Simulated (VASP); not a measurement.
# SiC in VASP: notebook, part 2 of 2

VASP 6.6.1. Earlier steps stand in the parts before.

## (3) Electric field gradients, PBE (x stretched by -3 %)

INCAR reads:

```
PREC = Accurate
ENCUT = 520
EDIFF = 1E-8
ISMEAR = -1
SIGMA = 0.02
LREAL = Auto
LASPH = True
NELM = 60
ALGO = Normal
ISIF = 2
LWAVE = False
LCHARG = False
GGA = PE
LEFG = True
NBANDS = 46
```

KPOINTS reads:

```
Automatic mesh
0
Gamma
  10 10 2
```

POSCAR reads:

```
SiC
1.0
    2.9866300000      0.0000000000      0.0000000000
   -1.4933150000      2.6664922183      0.0000000000
    0.0000000000      0.0000000000     20.1460000000
Si C
8 8
Direct
    0.3333333333      0.6666666667      0.2501057640
    0.6666666667      0.3333333333      0.7501057640
    0.3333333333      0.6666666667      0.6250022523
    0.6666666667      0.3333333333      0.1250022523
    0.0000000000      0.0000000000      0.0000978164
    0.0000000000      0.0000000000      0.5000978164
    0.3333333333      0.6666666667      0.8751755882
    0.6666666667      0.3333333333      0.3751755882
    0.3333333333      0.6666666667      0.9689114644
    0.6666666667      0.3333333333      0.4689114644
    0.0000000000      0.0000000000      0.0938682989
    0.0000000000      0.0000000000      0.5938682989
    0.3333333333      0.6666666667      0.3441204739
    0.6666666667      0.3333333333      0.8441204739
    0.3333333333      0.6666666667      0.7187183419
    0.6666666667      0.3333333333      0.2187183419
```

Potentials or basis: VASP PAW PBE potentials, release 64 (Si, C).

Run with:

```sh
$ cat potpaw_PBE.64/Si/POTCAR potpaw_PBE.64/C/POTCAR > POTCAR
$ mpirun -np 1 vasp_std > vasp.out
```

OUTCAR:

```text
PREC = Accurate
   ENCUT = 520
   EDIFF = 1E-8
   ISMEAR = -1
   LREAL = Auto
   LASPH = True
   NELM = 60
   ISIF = 2
   GGA = PE

 ion  position               nearest neighbor table
   1  0.333  0.667  0.250-  16 1.85  16 1.85  16 1.89  13 1.89   8 3.06   8 3.06   4 3.06   4 3.06
                             8 3.08   4 3.08
   2  0.667  0.333  0.750-  15 1.85  15 1.85  15 1.89  14 1.89   7 3.06   7 3.06   3 3.06   3 3.06
                             7 3.08   3 3.08
   3  0.333  0.667  0.625-  12 1.85  12 1.85  12 1.89  15 1.89   6 3.06   6 3.06   2 3.06   2 3.06
                             6 3.08   2 3.08
   4  0.667  0.333  0.125-  11 1.85  11 1.85  11 1.89  16 1.89   5 3.06   5 3.06   1 3.06   1 3.06
                             5 3.08   1 3.08
   5  0.000  0.000  0.000-   9 1.85   9 1.85   9 1.89  11 1.89   4 3.06   4 3.06   7 3.06   7 3.06
                             4 3.08   7 3.08
   6  0.000  0.000  0.500-  10 1.85  10 1.85  10 1.89  12 1.89   3 3.06   3 3.06   8 3.06   8 3.06
                             3 3.08   8 3.08
   7  0.333  0.667  0.875-  14 1.85  14 1.85  14 1.88   9 1.89   5 3.06   5 3.06   2 3.06   2 3.06
                             5 3.08   2 3.08
   8  0.667  0.333  0.375-  13 1.85  13 1.85  13 1.88  10 1.89   6 3.06   6 3.06   1 3.06   1 3.06
                             6 3.08   1 3.08
   9  0.333  0.667  0.969-   5 1.85   5 1.85   5 1.89   7 1.89
  10  0.667  0.333  0.469-   6 1.85   6 1.85   6 1.89   8 1.89
  11  0.000  0.000  0.094-   4 1.85   4 1.85   4 1.89   5 1.89
  12  0.000  0.000  0.594-   3 1.85   3 1.85   3 1.89   6 1.89
  13  0.333  0.667  0.344-   8 1.85   8 1.85   8 1.88   1 1.89
  14  0.667  0.333  0.844-   7 1.85   7 1.85   7 1.88   2 1.89
  15  0.333  0.667  0.719-   2 1.85   2 1.85   2 1.89   3 1.89
  16  0.667  0.333  0.219-   1 1.85   1 1.85   1 1.89   4 1.89

  LATTYP: Found a base centered orthorhombic cell.
 ALAT       =     2.9866300000
 B/A-ratio  =     1.7856193893
 C/A-ratio  =     6.7453953118

  Lattice vectors:

 A1 = (   1.4933150000,  -2.6664922183,   0.0000000000)
 A2 = (   1.4933150000,   2.6664922183,   0.0000000000)
 A3 = (   0.0000000000,   0.0000000000,  20.1460000000)

[... 1361 lines left out ...]

 POSITION                                       TOTAL-FORCE (eV/Angst)
 -----------------------------------------------------------------------------------
     -0.00000      1.77766      5.03863        -0.000000      0.268557      0.179028
      1.49332      0.88883     15.11163         0.000000     -0.268557      0.179028
     -0.00000      1.77766     12.59130         0.000000     -0.254253      0.178704
      1.49332      0.88883      2.51830         0.000000      0.254253      0.178704
      0.00000      0.00000      0.00197         0.000000      0.254384      0.180477
      0.00000      0.00000     10.07497        -0.000000     -0.254384      0.180477
[... 8 lines left out ...]
     -0.00000      1.77766     14.47930        -0.000000      0.247894     -0.155726
      1.49332      0.88883      4.40630         0.000000     -0.247894     -0.155726
 -----------------------------------------------------------------------------------
    total drift:                                0.000000      0.000000      0.010528

  FREE ENERGIE OF THE ION-ELECTRON SYSTEM (eV)
  ---------------------------------------------------
  free  energy   TOTEN  =      -120.0929310916 eV

  energy  without entropy=     -120.0929310916  energy(sigma->0) =     -120.09293109

 Electric field gradients (V/A^2)
---------------------------------------------------------------------
 ion       V_xx      V_yy      V_zz      V_xy      V_xz      V_yz
---------------------------------------------------------------------
   1      -6.472     1.934     4.538    -0.000     0.000    -4.775
   2      -6.472     1.934     4.538    -0.000    -0.000     4.775
   3      -7.686     0.832     6.854    -0.000     0.000     4.859
   4      -7.686     0.832     6.854    -0.000    -0.000    -4.859
   5      -7.451     0.988     6.464    -0.000     0.000    -4.862
   6      -7.451     0.988     6.464    -0.000    -0.000     4.862
[... 8 lines left out ...]
  15      -4.637     1.590     3.047     0.000     0.000     0.953
  16      -4.637     1.590     3.047     0.000    -0.000    -0.953
---------------------------------------------------------------------

 Electric field gradients after diagonalization (V/A^2)
 (convention: |V_zz| > |V_xx| > |V_yy|)
----------------------------------------------------------------------
 ion       V_xx      V_yy      V_zz     asymmetry (V_yy - V_xx)/ V_zz
----------------------------------------------------------------------
   1      -6.472    -1.713     8.185       0.581
   2      -6.472    -1.713     8.185       0.581
   3      -7.686    -1.874     9.560       0.608
   4      -7.686    -1.874     9.560       0.608
   5      -7.451    -1.855     9.306       0.601
   6      -7.451    -1.855     9.306       0.601
[... 8 lines left out ...]
  15       3.518     1.119    -4.637       0.517
  16       3.518     1.119    -4.637       0.517
----------------------------------------------------------------------

           NMR quadrupolar parameters

 Cq : quadrupolar parameter    Cq=e*Q*V_zz/h
 eta: asymmetry parameters     (V_yy - V_xx)/ V_zz
 Q  : nuclear electric quadrupole moment in mb (millibarn)
----------------------------------------------------------------------
 ion       Cq(MHz)       eta       Q (mb)
----------------------------------------------------------------------
   1       0.020       0.581       1.000
   2       0.020       0.581       1.000
   3       0.023       0.608       1.000
   4       0.023       0.608       1.000
   5       0.023       0.601       1.000
   6       0.023       0.601       1.000
[... 8 lines left out ...]
  15      -0.011       0.517       1.000
  16      -0.011       0.517       1.000
----------------------------------------------------------------------
```

Wall time 20 min (1 thread of Intel Xeon 8259CL, shared host); peak memory 0.45 GiB.

What came out:

| Property | Result |
| --- | --- |
| Free energy | -120.0929 eV |
| Pressure | 10.9 GPa |
| Largest force | 0.395 eV/Å |
| Band gap on the k mesh | 1.56 eV (least direct gap 2.70 eV) |
| Largest electric field gradient by atom | Si +8.2, +9.6, +9.3, +9.8 (each value once); C -4.5, -5.6, -4.6 (each value once) V/Å² |

Forces in eV/Å, atoms in the order of the input:
```
Si   0.000  0.269  0.179
Si   0.000 -0.269  0.179
Si   0.000 -0.254  0.179
Si   0.000  0.254  0.179
Si   0.000  0.254  0.180
Si   0.000 -0.254  0.180
Si   0.000  0.262  0.192
Si   0.000 -0.262  0.192
C    0.000 -0.260 -0.182
C    0.000  0.260 -0.182
C    0.000 -0.256 -0.192
C    0.000  0.256 -0.192
C    0.000  0.341 -0.200
C    0.000 -0.341 -0.200
C    0.000  0.248 -0.156
C    0.000 -0.248 -0.156
```

Electric field gradients, principal values (V/Å²):
```
atom   least  middle  greatest (by size)
1 Si  -1.713  -6.472               8.185
2 Si  -1.713  -6.472               8.185
3 Si  -1.874  -7.686               9.560
4 Si  -1.874  -7.686               9.560
5 Si  -1.855  -7.451               9.306
6 Si  -1.855  -7.451               9.306
7 Si  -2.079  -7.726               9.805
8 Si  -2.079  -7.726               9.805
 9 C   1.199   3.290              -4.489
10 C   1.199   3.290              -4.489
11 C   1.185   3.298              -4.483
12 C   1.185   3.298              -4.483
13 C   0.867   4.741              -5.607
14 C   0.867   4.741              -5.607
15 C   1.119   3.518              -4.637
16 C   1.119   3.518              -4.637
```

Caveat: the cell differs from its parent crystal (x stretched by -3 %); the cell stands under pressure; without QUAD_EFG the Cq values of the log hold for a quadrupole moment of 1 mb, not for the nuclei. A k mesh can miss the band edges.

## (4) Electric field gradients, PBE (atom 2 (Si) moved by 0.05 Å)

INCAR reads:

```
PREC     = Accurate       # precision mode
ENCUT    = 520            # plane-wave cutoff, eV
EDIFF    = 1E-8           # SCF threshold, eV
ISMEAR   = -1             # smearing method
SIGMA    = 0.02           # smearing width, eV
LREAL    = Auto         
LASPH    = True           # aspherical terms in the spheres
NELM     = 80             # most SCF steps
ALGO     = Normal         # electronic algorithm
ISIF     = 2              # what is computed and relaxed
LWAVE    = False          # write WAVECAR
LCHARG   = False          # write CHGCAR
GGA      = PE             # functional
LEFG     = True         
NBANDS   = 46             # bands
```

KPOINTS reads:

```
regular mesh
0
Gamma
  10 10 2
```

POSCAR: that of step 3 with these lines changed.

```diff
@@ -2,4 +2,4 @@
 1.0
-    2.9866300000      0.0000000000      0.0000000000
-   -1.4933150000      2.6664922183      0.0000000000
+    3.0790000000      0.0000000000      0.0000000000
+   -1.5395000000      2.6664922183      0.0000000000
     0.0000000000      0.0000000000     20.1460000000
@@ -9,3 +9,3 @@
     0.3333333333      0.6666666667      0.2501057640
-    0.6666666667      0.3333333333      0.7501057640
+    0.6838237232      0.3431589761      0.7510885894
     0.3333333333      0.6666666667      0.6250022523
```

Potentials or basis: VASP PAW PBE potentials, release 64 (Si, C).

Run with:

```sh
$ cat potpaw_PBE.64/Si/POTCAR potpaw_PBE.64/C/POTCAR > POTCAR
$ mpirun -np 1 vasp_std > vasp.out
```

OUTCAR:

```text
PREC = Accurate
   ENCUT = 520
   EDIFF = 1E-8
   ISMEAR = -1
   LREAL = Auto
   LASPH = True
   NELM = 80
   ISIF = 2
   GGA = PE

 ion  position               nearest neighbor table
   1  0.333  0.667  0.250-  16 1.89  16 1.89  16 1.89  13 1.89   8 3.08   8 3.08   8 3.08   4 3.08
                             4 3.08   4 3.08
   2  0.684  0.343  0.751-  15 1.85  14 1.87  15 1.91  15 1.92   7 3.04   3 3.07   7 3.08   7 3.08
                             3 3.11   3 3.12
   3  0.333  0.667  0.625-  12 1.89  12 1.89  12 1.89  15 1.89   2 3.07   6 3.08   6 3.08   6 3.08
                             2 3.11   2 3.12
   4  0.667  0.333  0.125-  11 1.89  11 1.89  11 1.89  16 1.89   5 3.08   5 3.08   5 3.08   1 3.08
                             1 3.08   1 3.08
   5  0.000  0.000  0.000-   9 1.89   9 1.89   9 1.89  11 1.89   4 3.08   4 3.08   4 3.08   7 3.08
                             7 3.08   7 3.08
   6  0.000  0.000  0.500-  10 1.89  10 1.89  10 1.89  12 1.89   3 3.08   3 3.08   3 3.08   8 3.08
                             8 3.08   8 3.08
   7  0.333  0.667  0.875-  14 1.88  14 1.88  14 1.88   9 1.89   2 3.04   2 3.08   5 3.08   5 3.08
                             5 3.08   2 3.08
   8  0.667  0.333  0.375-  13 1.88  13 1.88  13 1.88  10 1.89   6 3.08   6 3.08   6 3.08   1 3.08
                             1 3.08   1 3.08
   9  0.333  0.667  0.969-   5 1.89   5 1.89   5 1.89   7 1.89
  10  0.667  0.333  0.469-   6 1.89   6 1.89   6 1.89   8 1.89
  11  0.000  0.000  0.094-   4 1.89   4 1.89   4 1.89   5 1.89
  12  0.000  0.000  0.594-   3 1.89   3 1.89   3 1.89   6 1.89
  13  0.333  0.667  0.344-   8 1.88   8 1.88   8 1.88   1 1.89
[... 1404 lines left out ...]
   1       0.533     0.534    -1.067    -0.001    -0.000    -0.000
   2      -3.504     7.976    -4.472    -8.250     5.947     4.044
   3      -0.875    -0.916     1.791     0.029     0.102     0.070
   4      -0.710    -0.702     1.413    -0.006    -0.002    -0.002
   5      -0.521    -0.474     0.995    -0.034    -0.022    -0.015
   6      -0.501    -0.503     1.004     0.001     0.013     0.009
[... 8 lines left out ...]
  15      -0.756    -0.200     0.956    -0.408     1.008     0.685
  16      -0.302    -0.302     0.605    -0.001    -0.001    -0.001
---------------------------------------------------------------------

 Electric field gradients after diagonalization (V/A^2)
 (convention: |V_zz| > |V_xx| > |V_yy|)
----------------------------------------------------------------------
 ion       V_xx      V_yy      V_zz     asymmetry (V_yy - V_xx)/ V_zz
----------------------------------------------------------------------
   1       0.534     0.532    -1.067       0.002
   2      12.334     1.155   -13.490       0.829
   3      -0.931    -0.866     1.797       0.036
   4      -0.713    -0.699     1.413       0.010
   5      -0.539    -0.456     0.995       0.084
   6      -0.503    -0.501     1.004       0.002
[... 8 lines left out ...]
  15       1.550     0.008    -1.558       0.990
  16      -0.303    -0.302     0.605       0.002
----------------------------------------------------------------------

           NMR quadrupolar parameters

 Cq : quadrupolar parameter    Cq=e*Q*V_zz/h
 eta: asymmetry parameters     (V_yy - V_xx)/ V_zz
 Q  : nuclear electric quadrupole moment in mb (millibarn)
----------------------------------------------------------------------
 ion       Cq(MHz)       eta       Q (mb)
----------------------------------------------------------------------
   1      -0.003       0.002       1.000
   2      -0.033       0.829       1.000
   3       0.004       0.036       1.000
   4       0.003       0.010       1.000
   5       0.002       0.084       1.000
   6       0.002       0.002       1.000
[... 8 lines left out ...]
  15      -0.004       0.990       1.000
  16       0.001       0.002       1.000
----------------------------------------------------------------------
```

OSZICAR:

```text
N       E                     dE             d eps       ncg     rms          rms(c)
DAV:   1     0.179808210440E+03    0.17981E+03   -0.29135E+04  9568   0.125E+03
DAV:   2    -0.117882373328E+03   -0.29769E+03   -0.28017E+03 12200   0.221E+02
DAV:   3    -0.135016204126E+03   -0.17134E+02   -0.17006E+02 12196   0.509E+01
DAV:   4    -0.135305043485E+03   -0.28884E+00   -0.28812E+00 12120   0.747E+00
DAV:   5    -0.135311561797E+03   -0.65183E-02   -0.65131E-02 11906   0.108E+00    0.249E+01
DAV:   6    -0.120849980791E+03    0.14462E+02   -0.44492E+01 11676   0.218E+01    0.111E+01
DAV:   7    -0.120511879156E+03    0.33810E+00   -0.42877E+00 12424   0.698E+00    0.475E+00
DAV:   8    -0.120453473889E+03    0.58405E-01   -0.28293E-01 11502   0.189E+00    0.147E+00
DAV:   9    -0.120447400565E+03    0.60733E-02   -0.39772E-02 11704   0.819E-01    0.205E-01
DAV:  10    -0.120448287204E+03   -0.88664E-03   -0.30791E-03 11934   0.216E-01    0.111E-01
DAV:  11    -0.120448500735E+03   -0.21353E-03   -0.38984E-04 11024   0.988E-02    0.239E-02
DAV:  12    -0.120448501169E+03   -0.43425E-06   -0.21260E-05 12526   0.187E-02    0.112E-02
DAV:  13    -0.120448502816E+03   -0.16465E-05   -0.29406E-06 11248   0.791E-03    0.300E-03
DAV:  14    -0.120448503699E+03   -0.88370E-06   -0.42464E-07 11926   0.273E-03    0.156E-03
DAV:  15    -0.120448503942E+03   -0.24266E-06   -0.90443E-08 11296   0.131E-03    0.808E-04
DAV:  16    -0.120448504010E+03   -0.68156E-07   -0.73209E-09  7726   0.443E-04    0.562E-04
DAV:  17    -0.120448503987E+03    0.22808E-07   -0.47053E-09  6752   0.293E-04    0.122E-04
DAV:  18    -0.120448503988E+03   -0.42928E-09   -0.59270E-10  6722   0.133E-04
   1 F= -.12044850E+03 E0= -.12044850E+03  d E =-.329545E-11
```

stdout:

```text
POSCAR found type information on POSCAR SiC
 POSCAR found :  2 types and      16 ions
 scaLAPACK will be used
 LDA part: xc-table for (Slater+PW92), standard interpolation
 POSCAR, INCAR and KPOINTS ok, starting setup
 FFT: planning ... GRIDC
 FFT: planning ... GRID_SOFT
 FFT: planning ... GRID
 WAVECAR not read
 entering main loop
ion   1
     0.0000353     0.0000393     0.0000185     0.0148345     0.0000263     0.0000275
     0.0000487     0.0000393     0.0000185     0.0148345     0.0000263     0.0000275
     0.0000670     0.0000393     0.0000185     0.0148345     0.0000263     0.0000275
     0.0000923     0.0000393     0.0000185     0.0148345     0.0000263     0.0000275

     0.0000353     0.0006728     0.0003456     0.8435173     0.0004912     0.0004710
     0.0000487     0.0006728     0.0003456     0.8435163     0.0004912     0.0004710
     0.0000670     0.0006728     0.0003456     0.8435147     0.0004912     0.0004710
     0.0000923     0.0006728     0.0003456     0.8435120     0.0004912     0.0004710
[... 106 lines left out ...]
     0.0000266     0.0013591     0.0047079    -0.2737139     0.0067530     0.0009420
     0.0000367     0.0013591     0.0047079    -0.2737138     0.0067530     0.0009420
     0.0000505     0.0013591     0.0047079    -0.2737138     0.0067530     0.0009420
     0.0000695     0.0013591     0.0047079    -0.2737138     0.0067530     0.0009420

ion  12
     0.0000266    -0.0027067     0.0228019    -0.1979931     0.032
```

Wall time 16 min (1 thread of Oxide Virtual Turin-like, shared host); peak memory 0.55 GiB.

Results:

| Item | Value |
| --- | --- |
| Free energy | -120.4485 eV |
| Pressure | 3.4 GPa |
| Largest force | 1.104 eV/Å |
| Band gap on the k mesh | 1.69 eV (least direct gap 2.82 eV) |
| Largest electric field gradient by atom | Si -1.1, -13.5, +1.8, +1.4, +1.0, +1.9 (each value once); C +0.3, +2.3, +1.2, -1.6, +0.6 (each value once) V/Å² |

Forces in eV/Å, atoms in the order of the input:
```
Si   0.000  0.000  0.023
Si  -0.773 -0.520 -0.591
Si   0.012  0.009  0.070
Si   0.000  0.000  0.020
Si  -0.002 -0.001  0.025
Si  -0.001 -0.001  0.025
Si   0.014  0.009  0.077
Si   0.000  0.000  0.030
C    0.009  0.006 -0.029
C    0.000  0.000 -0.026
C    0.001  0.001 -0.025
C   -0.005 -0.004 -0.013
C    0.000  0.000 -0.038
C    0.077  0.054  0.227
C    0.667  0.448  0.235
C    0.000  0.000 -0.011
```

Electric field gradients, principal values (V/Å²):
```tsv
atom	least	middle	greatest (by size)
1 Si	0.532	0.534	-1.067
2 Si	1.155	12.334	-13.490
3 Si	-0.866	-0.931	1.797
4 Si	-0.699	-0.713	1.413
5 Si	-0.456	-0.539	0.995
6 Si	-0.501	-0.503	1.004
7 Si	-0.490	-1.282	1.772
8 Si	-0.943	-0.943	1.886
9 C	-0.103	-0.158	0.261
10 C	-0.141	-0.150	0.290
11 C	-0.140	-0.144	0.284
12 C	-0.171	-0.176	0.347
13 C	-1.145	-1.146	2.291
14 C	-0.566	-0.616	1.181
15 C	0.008	1.550	-1.558
16 C	-0.302	-0.303	0.605
```

Caveat: the cell differs from its parent crystal (atom 2 (Si) moved by 0.05 Å); the cell stands under pressure; without QUAD_EFG the Cq values of the log hold for a quadrupole moment of 1 mb, not for the nuclei; forces of over 1 eV/Å act on the atoms, so gaps and moduli don't describe the material at rest. A k mesh can miss the band edges.

## (5) Overview

```tsv
cell	gap on the mesh (eV)	pressure (GPa)	largest force (eV/Å)
a = 3.109, b = 3.109, c = 20.345 Å, angles 90.0, 90.0, 120.0°, 16 atoms, atomic positions A	1.78	-3.0	0.01
a = 2.987, b = 3.056, c = 20.146 Å, angles 90.0, 90.0, 119.3°, 16 atoms, atomic positions A	1.56	10.9	0.40
a = 3.079, b = 3.079, c = 20.146 Å, angles 90.0, 90.0, 120.0°, 16 atoms, atomic positions B	1.69	3.4	1.10
```

Alike in all rows: task electric field gradients; level PBE; potentials or basis VASP PAW PBE potentials, release 64 (Si, C); no spin polarisation; k mesh 10 × 10 × 2; cutoff (eV) 520; smearing fermi-dirac 0.02 eV.

Caveats: the cell stands under pressure (at least some runs); the cell stands under tension (at least some runs); forces of over 1 eV/Å act on the atoms, so gaps and moduli don't describe the material at rest (at least some runs).

Absolute energies hang on the potentials; compare differences alone.
